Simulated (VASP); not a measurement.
# Ta (Im-3m) in VASP: notebook, part 2 of 2

VASP 6.6.1. The steps go on from the part before.

### Step 3. Relaxation of volume and atoms at fixed shape, PBEsol

This run uses another cell than the first one, of 18.01 Å³/atom.

The input, INCAR:

```
SYSTEM = Ta
ALGO = Normal ; EDIFF = 1E-7
EDIFFG = -0.01 ; ENCUT = 600
GGA = PS ; IBRION = 2
ISIF = 8 ; ISMEAR = -1
LASPH = .TRUE. ; LCHARG = .FALSE.
LREAL = .FALSE. ; LWAVE = .FALSE.
NELM = 100 ; NSW = 80
PREC = Accurate ; SIGMA = 0.02
```

The input, KPOINTS:

```
k-points
0
G
  10 10 10
  0 0 0
```

The input, POSCAR:

```
Ta
1.0
   -1.6512800000      1.6512800000      1.6512800000
    1.6512800000     -1.6512800000      1.6512800000
    1.6512800000      1.6512800000     -1.6512800000
Ta
1
Direct
    0.0000000000      0.0000000000      0.0000000000
```

Potentials or basis: VASP PAW PBE potentials, release 64 (Ta_pv).

Run with:

```
$ cat potpaw_PBE.64/Ta_pv/POTCAR > POTCAR
$ mpirun -np 1 vasp_std > vasp.out
```

OUTCAR:

```text
SYSTEM = Ta
   EDIFF = 1E-7
   EDIFFG = -0.01
   ENCUT = 600
   GGA = PS
   IBRION = 2
   ISIF = 8
   ISMEAR = -1
   LASPH = .TRUE.
   LREAL = .FALSE.
   NELM = 100
   NSW = 80
   PREC = Accurate

 ion  position               nearest neighbor table
   1  0.000  0.000  0.000-

  LATTYP: Found a body centered cubic cell.
 ALAT       =     3.3025600000

  Lattice vectors:

 A1 = (  -1.6512800000,   1.6512800000,   1.6512800000)
 A2 = (   1.6512800000,  -1.6512800000,   1.6512800000)
 A3 = (   1.6512800000,   1.6512800000,  -1.6512800000)

Analysis of symmetry for initial positions (statically):
=====================================================================
 Subroutine PRICEL returns:
 Original cell was already a primitive cell.

[... 246 lines left out ...]

 E-fermi :   5.4347     XC(G=0): -12.7820

 val. band max:        5.3755174989   @ k =  -0.4000   0.4000   0.1000
 cond. band min:       5.4499715203   @ k =   0.1000   0.1000   0.0000
 fundamental gap:      0.0744540214
 Fermi energy:         5.4347453853

 k-point     1 :       0.0000    0.0000    0.0000
  band No.  band energies     occupation
      1     -27.6287      2.00000
      2     -27.6287      2.00000
      3     -27.6287      2.00000
      4      -2.5664      2.00000
      5       6.0953      0.00000
      6       6.0953      0.00000
      7       6.0953      0.00000
      8       9.4043      0.00000
      9       9.4043      0.00000
[... 265 lines left out ...]
 k-point    24 :      -0.3000    0.3000    0.1000
  band No.  band energies     occupation
      1     -28.4305      2.00000
      2     -27.9317      2.00000
      3     -27.7259      2.00000
      4       0.7515      2.00000
      5       4.8843      2.00000
      6       4.9994      2.00000
      7       7.9564      0.00000
      8       9.6304      0.00000
      9      10.3831      0.00000

 [... further k-points ...]
[... 5 lines left out ...]
  --------------------------------------------------------------------------------------
  -------------------------------------------------------------------------------------
  Total       -0.0012928     -0.0012928     -0.0012928     -0.0000000     -0.0000000      0.0000000
  in kB       -0.1160814     -0.1160814     -0.1160814     -0.0000000     -0.0000000      0.0000000
  external PRESSURE =      -0.1160814 kB  Pullay stress =       0.0000000 kB
[... 16 lines left out ...]
  FREE ENERGIE OF THE ION-ELECTRON SYSTEM (eV)
  ---------------------------------------------------
  free  energy   TOTEN  =       -12.5460126070 eV

  energy  without entropy=      -12.5443979380  energy(sigma->0) =      -12.54520527

 reached required accuracy - stopping structural energy minimisation
```

OSZICAR:

```text
N       E                     dE             d eps       ncg     rms          rms(c)
DAV:   1     0.549990959050E+02    0.54999E+02   -0.70247E+03   846   0.129E+03
DAV:   2    -0.122040173628E+02   -0.67203E+02   -0.66196E+02  1030   0.272E+02
DAV:   3    -0.130681853418E+02   -0.86417E+00   -0.84734E+00   976   0.312E+01
DAV:   4    -0.130763343757E+02   -0.81490E-02   -0.81443E-02   995   0.212E+00
[... 20 lines left out ...]
DAV:   3    -0.125459477610E+02    0.55065E-02   -0.17308E-02   875   0.163E+00    0.192E-01
DAV:   4    -0.125460113088E+02   -0.63548E-04   -0.26149E-04   995   0.188E-01    0.211E-02
DAV:   5    -0.125460127067E+02   -0.13979E-05   -0.94102E-06   890   0.347E-02    0.116E-02
DAV:   6    -0.125460125437E+02    0.16299E-06   -0.25116E-07   888   0.613E-03    0.167E-03
DAV:   7    -0.125460126070E+02   -0.63297E-07   -0.93557E-09   443   0.110E-03
   3 F= -.12546013E+02 E0= -.12545205E+02  d E =-.102521E-02
```

Wall time 7.6 s (1 thread of AMD EPYC 9R45 (Zen 5), shared host); peak memory 0.12 GiB.

Results:

| Quantity | Value |
| --- | --- |
| Free energy | -12.5460 eV |
| Relaxed volume | 17.84 Å³/atom |
| Relaxed cell | a = 2.851 Å, b = 2.851 Å, c = 2.851 Å, α = 109.47°, β = 109.47°, γ = 109.47° |
| Space group after relaxing (to 0.1 Å) | Im-3m (No. 229) |
| Energy gained by relaxing | 1.0 meV/atom |
| Ionic steps | 3 |
| Pressure after relaxing | 0.0 GPa |
| Band gap on the k mesh | zero (an odd number of electrons rules out a gap without spin polarisation) |

Step by step:
| step | energy change (eV) | largest force (eV/Å) | pressure (GPa) | volume (Å³) |
| --- | --- | --- | --- | --- |
| 1 | 0.0000 | 0.0000 | -1.94 | 18.01 |
| 2 | 0.0049 | 0.0000 | 4.96 | 17.45 |
| 3 | -0.0010 | 0.0000 | -0.01 | 17.84 |

Final structure:
```
Ta
1.0
    -1.64617    1.64617    1.64617
     1.64617   -1.64617    1.64617
     1.64617    1.64617   -1.64617
Ta
1
Direct
  0.00000 0.00000 0.00000
```

Caveat: the PAW data sets were made with another functional, which shifts forces and pressure a little; spin-orbit coupling is left out, which moves the levels of the heavy elements.
